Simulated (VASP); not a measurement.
# Hf (Fm-3m) in VASP: a series of runs

Hf is run at these levels: r2SCAN, LDA; tasks: single point, relaxation of cell and atoms.

All numbers are computed with VASP 6.6.1; they aren't measurements. Logs are shortened: lines on timing, memory, paths and dates and some standing lists are left out, and cuts for length are marked.

### 1 The cell of the first run

The structure is cubic, space group Fm-3m (No. 225). The conventional cell has a = 4.524 Å, b = 4.524 Å, c = 4.524 Å, α = 90.00°, β = 90.00°, γ = 90.00°. Within 4.2 Å of Hf (site symmetry m-3m) lie 12 Hf at 3.20 Å.

### 2 Single point, r2SCAN (volume scaled by 1.03)

The input, POSCAR:

```
Hf
1.0
    0.0000000000      2.2618292733      2.2618292733
    2.2618292733      0.0000000000      2.2618292733
    2.2618292733      2.2618292733      0.0000000000
Hf
1
Direct
    0.0000000000      0.0000000000      0.0000000000
```

The input, INCAR.step1:

```
  PREC = Accurate
  ENCUT = 520
  ISMEAR = 0
  SIGMA = 0.1
  LREAL = False
  LASPH = True
  NELM = 100
  NBANDS = 11
  GGA = PE
  ALGO = Normal
  EDIFF = 1E-4
  LWAVE = True
  LCHARG = False
```

The input, INCAR.step2:

```
  PREC = Accurate
  ENCUT = 520
  EDIFF = 1E-6
  ISMEAR = 0
  SIGMA = 0.1
  LREAL = False
  LASPH = True
  NELM = 100
  ALGO = Normal
  ISIF = 2
  LWAVE = False
  LCHARG = True
  METAGGA = R2SCAN
  LMIXTAU = True
  LELF = True
  LVHAR = True
  NBANDS = 11
  ISTART = 1
```

The input, KPOINTS:

```
regular mesh
0
Gamma
  16 16 16
```

Potentials or basis: VASP PAW PBE potentials, release 64 (Hf_pv).

Started as:

```
> cat potpaw_PBE.64/Hf_pv/POTCAR > POTCAR
> cp INCAR.step1 INCAR
> mpirun -np 1 vasp_std > vasp.out
> cp INCAR.step2 INCAR
> mpirun -np 1 vasp_std > vasp.out
```

OUTCAR:

```text
PREC = Accurate
   ENCUT = 520
   EDIFF = 1E-6
   ISMEAR = 0
   LREAL = False
   LASPH = True
   NELM = 100
   ISIF = 2
   METAGGA = R2SCAN
   ISTART = 1

 ion  position               nearest neighbor table
   1  0.000  0.000  0.000-

  LATTYP: Found a face centered cubic cell.
 ALAT       =     4.5236585466

  Lattice vectors:

 A1 = (   0.0000000000,   2.2618292733,   2.2618292733)
 A2 = (   2.2618292733,   0.0000000000,   2.2618292733)
 A3 = (   2.2618292733,   2.2618292733,   0.0000000000)

Analysis of symmetry for initial positions (statically):
=====================================================================
 Subroutine PRICEL returns:
 Original cell was already a primitive cell.

 Routine SETGRP: Setting up the symmetry group for a
 face centered cubic supercell.

 Subroutine GETGRP returns: Found 48 space group operations
 (whereof 48 operations were pure point group operations)
 out of a pool of 48 trial point group operations.

The static configuration has the point symmetry O_h .

Analysis of symmetry for dynamics (positions and initial velocities):
=====================================================================
 Subroutine PRICEL returns:
 Original cell was already a primitive cell.

 Routine SETGRP: Setting up the symmetry group for a
 face centered cubic supercell.

 Subroutine GETGRP returns: Found 48 space group operations
 (whereof 48 operations were pure point group operations)
 out of a pool of 48 trial point group operations.

The dynamic configuration has the point symmetry O_h .

 Subroutine INISYM returns: Found 48 space group operations
 (whereof 48 operations are pure point group operations),
 and found     1 'primitive' translations

----------------------------------------------------------------------------------------

                                     Primitive cell

  volume of cell :      23.1425

  direct lattice vectors                    reciprocal lattice vectors
     0.000000000  2.261829273  2.261829273    -0.221060009  0.221060009  0.221060009
     2.261829273  0.000000000  2.261829273     0.221060009 -0.221060009  0.221060009
     2.261829273  2.261829273  0.000000000     0.221060009  0.221060009 -0.221060009

  length of vectors
     3.198709634  3.198709634  3.198709634     0.382887167  0.382887167  0.382887167

  position of ions in fractional coordinates (direct lattice)
     0.000000000  0.000000000  0.000000000

  ion indices of the primitive-cell ions
   primitive index   ion index
                 1           1

----------------------------------------------------------------------------------------

 KPOINTS: regular mesh
[... 78 lines left out ...]
   PSTRESS=    0.0 pullay stress
   NELECT =      10.0000    total number of electrons
   NUPDOWN=      -1.0000    fix difference up-down
   EMIN   =  10.00;   EMAX   =-10.00  energy-range for DOS
   EFERMI =   0.00;   METHOD = LEGACY
   ISMEAR =     0;   SIGMA  =   0.10  broadening in eV -4-tet -1-fermi 0-gaus
   EFERMI_NEDOS =   21; number of points for ismear=-14 and -15
   IALGO  =     38    algorithm
   IMIX   =      4    mixing-type and parameters
     AMIX     =   0.40;   BMIX     =  1.00
     AMIX_MAG =   1.60;   BMIX_MAG =  1.00
  volume/ion in A,a.u.               =      23.14       156.17
  Fermi-wavevector in a.u.,A,eV,Ry     =   1.237670  2.338858 20.841786  1.531828
  Thomas-Fermi vector in A             =   2.372228
   LORBIT       =      0    0 simple, 1 ext, 2 COOP (PROOUT), +10 PAW based schemes
   METAGGA = R2SCAN    functional components
   LHFCALC =     F    Hartree Fock is set to
   AEXX    =    0.0000 exact exchange contribution
   IVDW    =     0    specifies the selected vdW correction
   LEPSILON=     F    determine dielectric tensor
   LRPA    =     F    only Hartree local field effects (RPA)
 non-spin polarized calculation
 Gauss-broadening in eV      SIGMA  =   0.10
  energy-cutoff  :      520.00
  volume of cell :       23.14
 maximum number of plane-waves:       636
   NGX = 11   NGY = 11   NGZ = 11

 number of electron      10.0000000 magnetization

 Free energy of the ion-electron system (eV)
  ---------------------------------------------------
  ext. energy  EPLUGINS =         0.00000000
  ---------------------------------------------------
  free energy    TOTEN  =       -45.05922254 eV

  energy without entropy =      -45.05176407  energy(sigma->0) =      -45.05549331

 E-fermi :   4.3793     XC(G=0): -12.0038

 val. band max:        4.3739035281   @ k =  -0.4375   0.3125   0.1250
 cond. band min:       4.3936506809   @ k =  -0.2500   0.0625   0.0000
 fundamental gap:      0.0197471528
 Fermi energy:         4.3793091624

 k-point     1 :       0.0000    0.0000    0.0000
  band No.  band energies     occupation
      1     -26.8760      2.00000
      2     -26.8760      2.00000
      3     -26.8760      2.00000
      4      -3.0627      2.00000
      5       5.9583      0.00000
      6       5.9583      0.00000
      7       5.9583      0.00000
      8       8.8338      0.00000
      9       8.8338      0.00000
     10      16.1073      0.00000
     11      16.2333      0.00000
[... 309 lines left out ...]
 k-point    24 :      -0.0625    0.0625    0.0000
  band No.  band energies     occupation
      1     -26.9486      2.00000
      2     -26.8970      2.00000
      3     -26.8811      2.00000
      4      -2.7030      2.00000
      5       5.5772      0.00000
      6       6.1256      0.00000
      7       6.1340      0.00000
      8       8.4936      0.00000
      9       8.8200      0.00000
     10      16.2332      0.00000
     11      16.9057      0.00000

 [... further k-points ...]

------------------------ aborting loop because EDIFF is reached ----------------------------------------

  FORCE on cell =-STRESS in cart. coord.  units (eV):
  Direction    XX          YY          ZZ          XY          YZ          ZX
  --------------------------------------------------------------------------------------
  -------------------------------------------------------------------------------------
  Total       -0.4967960     -0.4967960     -0.4967960      0.0000000      0.0000000      0.0000000
  in kB      -34.3937255    -34.3937255    -34.3937255      0.0000000      0.0000000      0.0000000
  external PRESSURE =     -34.3937255 kB  Pullay stress =       0.0000000 kB

 VOLUME and BASIS-vectors are now :
 -----------------------------------------------------------------------------
  energy-cutoff  :      520.00
  volume of cell :       23.14
      direct lattice vectors                 reciprocal lattice vectors
     0.000000000  2.261829273  2.261829273    -0.221060009  0.221060009  0.221060009
     2.261829273  0.000000000  2.261829273     0.221060009 -0.221060009  0.221060009
     2.261829273  2.261829273  0.000000000     0.221060009  0.221060009 -0.221060009

 POSITION                                       TOTAL-FORCE (eV/Angst)
 -----------------------------------------------------------------------------------
      0.00000      0.00000      0.00000        -0.000000     -0.000000      0.000000
 -----------------------------------------------------------------------------------
    total drift:                                0.000000      0.000000     -0.000000

  FREE ENERGIE OF THE ION-ELECTRON SYSTEM (eV)
  ---------------------------------------------------
  free  energy   TOTEN  =       -45.0592225450 eV

  energy  without entropy=      -45.0517640720  energy(sigma->0) =      -45.05549331
```

Run time: 50 s. Hardware: 1 thread of Intel Xeon Platinum 8488C (Sapphire Rapids), shared host; peak memory 0.17 GiB.

Results:

* Free energy: -45.0592 eV
* Pressure: -3.4 GPa
* Band gap on the k mesh: zero (band 5 reaches 5.96 eV, above the bottom of band 6 at 3.95 eV)

Caveat: the cell differs from its parent crystal (volume scaled by 1.03); the PAW data sets were made with another functional, which shifts forces and pressure a little; spin-orbit coupling is left out, which moves the levels of the heavy elements.

### 3 Single point, LDA

This run uses another cell than the first one, of 20.72 Å³/atom, 0.895 times its volume.

The input, INCAR:

```
SYSTEM = Hf
ALGO = Normal ; EDIFF = 1E-6
ENCUT = 520 ; GGA = CA
ISIF = 2 ; ISMEAR = 0
LASPH = .TRUE. ; LCHARG = .FALSE.
LREAL = .FALSE. ; LWAVE = .FALSE.
NBANDS = 11 ; NELM = 100
PREC = Accurate ; SIGMA = 0.1
```

The input, KPOINTS:

```
k-points
0
G
  16 16 16
  0 0 0
```

The input, POSCAR:

```
Hf
1.0
    0.0000000000      2.1799526584      2.1799526584
    2.1799526584      0.0000000000      2.1799526584
    2.1799526584      2.1799526584      0.0000000000
Hf
1
Direct
    0.0000000000      0.0000000000      0.0000000000
```

Potentials or basis: VASP PAW LDA potentials, release 64 (Hf_pv).

Started as:

```
> cat potpaw_LDA.64/Hf_pv/POTCAR > POTCAR
> mpirun -np 1 vasp_std > vasp.out
```

OUTCAR:

```text
SYSTEM = Hf
   EDIFF = 1E-6
   ENCUT = 520
   GGA = CA
   ISIF = 2
   ISMEAR = 0
   LASPH = .TRUE.
   LREAL = .FALSE.
   NELM = 100
   PREC = Accurate

 ion  position               nearest neighbor table
   1  0.000  0.000  0.000-

  LATTYP: Found a face centered cubic cell.
 ALAT       =     4.3599053168

  Lattice vectors:

 A1 = (   0.0000000000,   2.1799526584,   2.1799526584)
 A2 = (   2.1799526584,   0.0000000000,   2.1799526584)
[... 514 lines left out ...]
     10      17.5414      0.00000
     11      17.7035      0.00000

 [... further k-points ...]

------------------------ aborting loop because EDIFF is reached ----------------------------------------

  FORCE on cell =-STRESS in cart. coord.  units (eV):
  Direction    XX          YY          ZZ          XY          YZ          ZX
  --------------------------------------------------------------------------------------
  -------------------------------------------------------------------------------------
  Total        0.0082257      0.0082257      0.0082257     -0.0000000     -0.0000000      0.0000000
  in kB        0.6360808      0.6360808      0.6360808     -0.0000000     -0.0000000      0.0000000
  external PRESSURE =       0.6360808 kB  Pullay stress =       0.0000000 kB

 VOLUME and BASIS-vectors are now :
 -----------------------------------------------------------------------------
  energy-cutoff  :      520.00
  volume of cell :       20.72
      direct lattice vectors                 reciprocal lattice vectors
     0.000000000  2.179952658  2.179952658    -0.229362779  0.229362779  0.229362779
     2.179952658  0.000000000  2.179952658     0.229362779 -0.229362779  0.229362779
     2.179952658  2.179952658  0.000000000     0.229362779  0.229362779 -0.229362779

 POSITION                                       TOTAL-FORCE (eV/Angst)
 -----------------------------------------------------------------------------------
      0.00000      0.00000      0.00000         0.000000      0.000000      0.000000
 -----------------------------------------------------------------------------------
    total drift:                               -0.000000      0.000000      0.000000

  FREE ENERGIE OF THE ION-ELECTRON SYSTEM (eV)
  ---------------------------------------------------
  free  energy   TOTEN  =       -10.6347405226 eV

  energy  without entropy=      -10.6265645826  energy(sigma->0) =      -10.63065255
```

stdout:

```text
POSCAR found type information on POSCAR Hf
 POSCAR found :  1 types and       1 ions
 scaLAPACK will be used
 LDA part: xc-table for (Slater(with rela. corr.)+CA(PZ))
 , standard interpolation
 POSCAR, INCAR and KPOINTS ok, starting setup
 FFT: planning ... GRIDC
 FFT: planning ... GRID_SOFT
 FFT: planning ... GRID
 WAVECAR not read
 entering main loop
```

Wall time 8 s (1 thread of Intel Xeon 6975P-C (Granite Rapids), shared host); peak memory 0.15 GiB.

Results:

* Free energy: -10.6347 eV
* Pressure: 0.1 GPa
* Band gap on the k mesh: zero (band 5 reaches 6.53 eV, above the bottom of band 6 at 4.74 eV)

Levels at points of the mesh, in eV from the Fermi level:
| k point | band 1 | band 2 | band 3 | band 4 | band 5 | band 6 | band 7 | band 8 | band 9 | band 10 |
| --- | --- | --- | --- | --- | --- | --- | --- | --- | --- | --- |
| (0.00, 0.00, 0.00) | -29.60 | -29.60 | -29.60 | -7.41 | 1.34 | 1.34 | 1.34 | 4.38 | 4.38 | 11.66 |
| (0.50, 0.00, 0.00) | -30.67 | -29.74 | -29.74 | -3.88 | 1.00 | 1.08 | 1.08 | 6.75 | 6.75 | 10.30 |
| (0.50, 0.50, 0.00) | -30.60 | -29.98 | -29.98 | -3.61 | -2.46 | 3.09 | 6.75 | 7.46 | 7.46 | 10.63 |

Caveat: spin-orbit coupling is left out, which moves the levels of the heavy elements.

### 4 Relaxation of cell and atoms, LDA

This run uses another cell than the first one, of 21.88 Å³/atom, 0.946 times its volume.

The input, INCAR:

```
SYSTEM = Hf
  PREC = Accurate
  ENCUT = 600
  EDIFF = 1E-6
  ISMEAR = 0
  SIGMA = 0.1
  LREAL = .FALSE.
  LASPH = .TRUE.
  NELM = 60
  ALGO = Normal
  ISIF = 3
  LWAVE = .FALSE.
  LCHARG = .FALSE.
  GGA = CA
  IBRION = 2
  NSW = 100
  EDIFFG = -0.005
```

The input, KPOINTS:

```
regular mesh
0
G
  16 16 16
  0 0 0
```

The input, POSCAR:

```
Hf
1.0
    0.0000000000      2.2200000000      2.2200000000
    2.2200000000      0.0000000000      2.2200000000
    2.2200000000      2.2200000000      0.0000000000
Hf
1
Direct
    0.0000000000      0.0000000000      0.0000000000
```

Potentials or basis: VASP PAW LDA potentials, release 64 (Hf_pv).

Started as:

```
> cat potpaw_LDA.64/Hf_pv/POTCAR > POTCAR
> mpirun -np 1 vasp_std > vasp.out
```

OUTCAR:

```text
SYSTEM = Hf
   PREC = Accurate
   ENCUT = 600
   EDIFF = 1E-6
   ISMEAR = 0
   LREAL = .FALSE.
   LASPH = .TRUE.
   NELM = 60
   ISIF = 3
   GGA = CA
   IBRION = 2
   NSW = 100
   EDIFFG = -0.005

 ion  position               nearest neighbor table
   1  0.000  0.000  0.000-

  LATTYP: Found a face centered cubic cell.
 ALAT       =     4.4400000000

  Lattice vectors:

 A1 = (   0.0000000000,   2.2200000000,   2.2200000000)
 A2 = (   2.2200000000,   0.0000000000,   2.2200000000)
 A3 = (   2.2200000000,   2.2200000000,   0.0000000000)

Analysis of symmetry for initial positions (statically):
=====================================================================
 Subroutine PRICEL returns:
[... 325 lines left out ...]
 fundamental gap:      0.0148074830
 Fermi energy:         5.1805389253

 k-point     1 :       0.0000    0.0000    0.0000
  band No.  band energies     occupation
      1     -24.4206      2.00000
      2     -24.4206      2.00000
      3     -24.4206      2.00000
      4      -2.2315      2.00000
      5       6.5198      0.00000
      6       6.5198      0.00000
      7       6.5198      0.00000
      8       9.5537      0.00000
      9       9.5537      0.00000
[... 265 lines left out ...]
 k-point    24 :      -0.0625    0.0625    0.0000
  band No.  band energies     occupation
      1     -24.5264      2.00000
      2     -24.4509      2.00000
      3     -24.4277      2.00000
      4      -1.8345      2.00000
      5       6.1317      0.00000
      6       6.7010      0.00000
      7       6.7241      0.00000
      8       9.1708      0.00000
      9       9.5388      0.00000

 [... further k-points ...]

------------------------ aborting loop because EDIFF is reached ----------------------------------------

  FORCE on cell =-STRESS in cart. coord.  units (eV):
  Direction    XX          YY          ZZ          XY          YZ          ZX
  --------------------------------------------------------------------------------------
  -------------------------------------------------------------------------------------
  Total       -0.0037599     -0.0037599     -0.0037599     -0.0000000      0.0000000      0.0000000
  in kB       -0.2905146     -0.2905146     -0.2905146     -0.0000000      0.0000000      0.0000000
  external PRESSURE =      -0.2905146 kB  Pullay stress =       0.0000000 kB
[... 16 lines left out ...]
  FREE ENERGIE OF THE ION-ELECTRON SYSTEM (eV)
  ---------------------------------------------------
  free  energy   TOTEN  =       -10.6349221477 eV

  energy  without entropy=      -10.6267391019  energy(sigma->0) =      -10.63083062

 reached required accuracy - stopping structural energy minimisation
```

CONTCAR:

```text
Hf
   1.00000000000000
    -0.0000000000000000    2.1805312829145280    2.1805312829145280
     2.1805312829145280    0.0000000000000000    2.1805312829145280
     2.1805312829145280    2.1805312829145280   -0.0000000000000000
  Hf
     1
Direct
     1.0000000000000000    0.0000000000000000    1.0000000000000000

  0.00000000E+00  0.00000000E+00  0.00000000E+00
```

It took 38 s on 1 thread of Intel Xeon 6975P-C (Granite Rapids), shared host; peak memory 0.18 GiB.

Results:

* Free energy: -10.6349 eV
* Relaxed volume: 20.74 Å³/atom
* Relaxed cell: a = 3.084 Å, b = 3.084 Å, c = 3.084 Å, α = 60.00°, β = 60.00°, γ = 60.00°
* Space group after relaxing (to 0.05 Å): Fm-3m (No. 225)
* Energy gained by relaxing: 21.6 meV/atom
* Ionic steps: 5
* Pressure after relaxing: 0.0 GPa
* Band gap on the k mesh: zero (band 5 reaches 6.52 eV, above the bottom of band 6 at 4.74 eV)

The path:
```tsv
step	energy change (eV)	largest force (eV/Å)	pressure (GPa)	volume (Å³)
1	0.0000	0.0000	-5.76	21.88
2	0.0081	0.0000	7.97	19.49
3	-0.0216	0.0000	-0.08	20.74
4	-0.0216	0.0000	0.04	20.72
5	-0.0216	0.0000	-0.03	20.74
```

Final structure:
```
Hf
1.0
     0.00000    2.18053    2.18053
     2.18053    0.00000    2.18053
     2.18053    2.18053    0.00000
Hf
1
Cartesian
  2.1805 4.3611 2.1805
```

Levels at points of the mesh, in eV from the Fermi level:
```csv
k point,band 3,band 4,band 5,band 6,band 7,band 8
"(0.00, 0.00, 0.00)",-29.60,-7.41,1.34,1.34,1.34,4.37
"(0.50, 0.00, 0.00)",-29.74,-3.87,1.00,1.08,1.08,6.74
"(0.50, 0.50, 0.00)",-29.98,-3.61,-2.46,3.08,6.74,7.46
```

Caveat: spin-orbit coupling is left out, which moves the levels of the heavy elements.

### 5 Summary

| task | level | potentials or basis | cell | cutoff (eV) | gap on the mesh (eV) | pressure (GPa) |
| --- | --- | --- | --- | --- | --- | --- |
| single point | r2SCAN | VASP PAW PBE potentials, release 64 (Hf_pv) | a = 3.199 Å, angles 60.0°, 1 atom | 520 | none | -3.4 |
| single point | LDA | VASP PAW LDA potentials, release 64 (Hf_pv) | a = 3.083 Å, angles 60.0°, 1 atom | 520 | none | 0.1 |
| relaxation of cell and atoms | LDA | VASP PAW LDA potentials, release 64 (Hf_pv) | relaxed from a = 3.140 Å, angles 60.0°, 1 atom | 600 | none | 0.0 |

Alike in all rows: no spin polarisation; k mesh 16 × 16 × 16; smearing gaussian 0.1 eV.

Caveats: spin-orbit coupling is left out, which moves the levels of the heavy elements; the PAW data sets were made with another functional, which shifts forces and pressure a little (some runs).

Absolute energies hang on the potentials; compare differences alone.
